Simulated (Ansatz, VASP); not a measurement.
# Two plane-wave programs on TiO2

File INCAR:

```
PREC = Accurate
ENCUT = 520
EDIFF = 1E-8
ISMEAR = -1
SIGMA = 0.02
LREAL = False
LASPH = True
NELM = 60
ALGO = Normal
ISIF = 2
LWAVE = False
LCHARG = False
GGA = PE
LEFG = True
NBANDS = 60
```

Contents of KPOINTS:

```
regular mesh
0
Gamma
  5 4 4
```

File POSCAR:

```
TiO2
1.0
    4.5150000000      0.0000000000      0.0000000000
    0.0000000000      5.4970000000      0.0000000000
    0.0000000000      0.0000000000      4.9390000000
Ti O
4 8
Direct
    0.0000000000      0.1745283019      0.2702470136
    0.5000000000      0.3254716981      0.7500000000
    0.0000000000      0.8254716981      0.7500000000
    0.5000000000      0.6745283019      0.2500000000
    0.2703969330      0.3819147933      0.4196939629
    0.2296030670      0.1180852067      0.9196939629
    0.7703969330      0.1180852067      0.5803060371
    0.7296030670      0.3819147933      0.0803060371
    0.7296030670      0.6180852067      0.5803060371
    0.7703969330      0.8819147933      0.0803060371
    0.2296030670      0.8819147933      0.4196939629
    0.2703969330      0.6180852067      0.9196939629
```

Input for Ansatz:

```yaml
crystal:
  lattice:
    - [4.515, 0.0, 0.0]
    - [0.0, 5.497, 0.0]
    - [0.0, 0.0, 4.939]
  atoms:
    - { symbol: Ti, position: [0.0, 0.1745283019, 0.2702470136] }
    - { symbol: Ti, position: [0.5, 0.3254716981, 0.75] }
    - { symbol: Ti, position: [0.0, 0.8254716981, 0.75] }
    - { symbol: Ti, position: [0.5, 0.6745283019, 0.25] }
    - { symbol: O, position: [0.270396933, 0.3819147933, 0.4196939629] }
    - { symbol: O, position: [0.229603067, 0.1180852067, 0.9196939629] }
    - { symbol: O, position: [0.770396933, 0.1180852067, 0.5803060371] }
    - { symbol: O, position: [0.729603067, 0.3819147933, 0.0803060371] }
    - { symbol: O, position: [0.729603067, 0.6180852067, 0.5803060371] }
    - { symbol: O, position: [0.770396933, 0.8819147933, 0.0803060371] }
    - { symbol: O, position: [0.229603067, 0.8819147933, 0.4196939629] }
    - { symbol: O, position: [0.270396933, 0.6180852067, 0.9196939629] }
kpoints:
  mp_grid: { grid: [5, 4, 4] }
scf:
  occupations: { method: fermi_dirac, width: 0.02 }
hamiltonian:
  xc: pbe
  pseudopotentials: { kind: paw, frozen_core: stored }
output:
  forces: true
  stress: true
  populations: true
  efg: { quadrupole_moments_barn: { Ti: 0.247, O: -0.02558 } }
  write_density: true
  write_potential: true
  elf: true
  volumetric_format: npy
```

Alike in both runs: task electric field gradients; functional PBE; k mesh 5 × 4 × 4; occupations fermi-dirac, width 0.02 eV; no spin polarisation.

```csv
,VASP,Ansatz
version,VASP 6.6.1,Ansatz 0.2.0
potentials or method,"VASP PAW PBE potentials, release 64 (Ti_sv, O)","plane-wave PAW, scalar-relativistic"
plane-wave cutoff (eV),520,420
valence electrons in the cell,96,96
```

Ansatz gave:

```
gap on the k mesh at the Fermi level (eV)                     : 2.61
pressure (GPa)                                                : 5.5
traceless stress, the component that is largest in VASP (GPa) : -1.87
rms of the force components (eV/Å)                            : 0.390
size of Vzz on the site where it differs most (V/Å²)          : 24.7
```

**Question.** What did VASP give for the same quantities?

**Answer.** gap on the k mesh at the Fermi level (eV): 2.59; pressure (GPa): 6.3; traceless stress, the component that is largest in VASP (GPa): -1.79; rms of the force components (eV/Å): 0.397; size of Vzz on the site where it differs most (V/Å²): 22.4.

Atom by atom the forces differ by 0.022 eV/Å (rms over components). With one functional, cell and mesh, what is left measures potentials, basis and numerics.
